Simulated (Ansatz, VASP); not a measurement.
**AlH2 in VASP and in Ansatz**

File INCAR:

```
SYSTEM = AlH2
  PREC = Accurate
  ENCUT = 600
  EDIFF = 1E-7
  ISMEAR = 0
  SIGMA = 0.1
  LREAL = .False.
  LASPH = .True.
  NELM = 100
  ALGO = Normal
  ISIF = 3
  LWAVE = .False.
  LCHARG = .False.
  GGA = PE
  IBRION = 2
  NSW = 100
  EDIFFG = -0.01
```

Contents of KPOINTS:

```
regular mesh
0
Gamma
  18 18 6
  0 0 0
```

The input POSCAR:

```
AlH2
1.0
    2.6842627620      0.0000000000      0.0000000000
    0.0000000000      2.6636412273      0.0000000000
    0.0000000000      0.0000000000      7.4615822940
Al H
1 2
Direct
    0.5000000000      0.5000000000      0.0000000000
    0.5000000000      0.5000000000      0.5502997381
    0.5000000000      0.5000000000      0.4497002619
```

Input for Ansatz:

```yaml
crystal:
  lattice:
    - [2.684262762, 0.0, 0.0]
    - [0.0, 2.6636412273, 0.0]
    - [0.0, 0.0, 7.461582294]
  atoms:
    - { symbol: Al, position: [0.5, 0.5, 0.0] }
    - { symbol: H, position: [0.5, 0.5, 0.5502997381] }
    - { symbol: H, position: [0.5, 0.5, 0.4497002619] }
basis:
  ecutwfc: 420
kpoints:
  mp_grid: { grid: [18, 18, 6] }
hamiltonian:
  xc: pbe
scf:
  occupations: { method: gaussian, width: 0.1 }
output:
  forces: true
  stress: true
  eigenvalues: true
relax:
  adjacent_minimum: "off"
  f_tol: 0.01
  max_steps: 80
  cell: { stress_tol: 0.05 }
```

Alike in both runs: task relaxation of cell and atoms; functional PBE; k mesh 18 × 18 × 6; occupations gaussian, width 0.1 eV; no spin polarisation.

|  | VASP | Ansatz |
| --- | --- | --- |
| version | VASP 6.6.1 | Ansatz 0.2.0 |
| potentials or method | VASP PAW PBE potentials, release 64 (Al, H), cutoff 600 eV | scalar-relativistic, plane waves, PAW |
| valence electrons in the cell | 5 | 5 |

VASP gave:

| Property | Result |
| --- | --- |
| gap on the k mesh at the Fermi level, each at its own relaxed structure (eV) | none |
| relaxed volume (Å³/atom) | 17.82 |
| relaxed cell length with the largest relative difference (Å) | 7.458 |

Task: Estimate Ansatz's values.

Result: gap on the k mesh at the Fermi level, each at its own relaxed structure (eV): none; relaxed volume (Å³/atom): 17.82; relaxed cell length with the largest relative difference (Å): 7.459.

A gap of «none» marks a metal or a gap that the smearing closes.
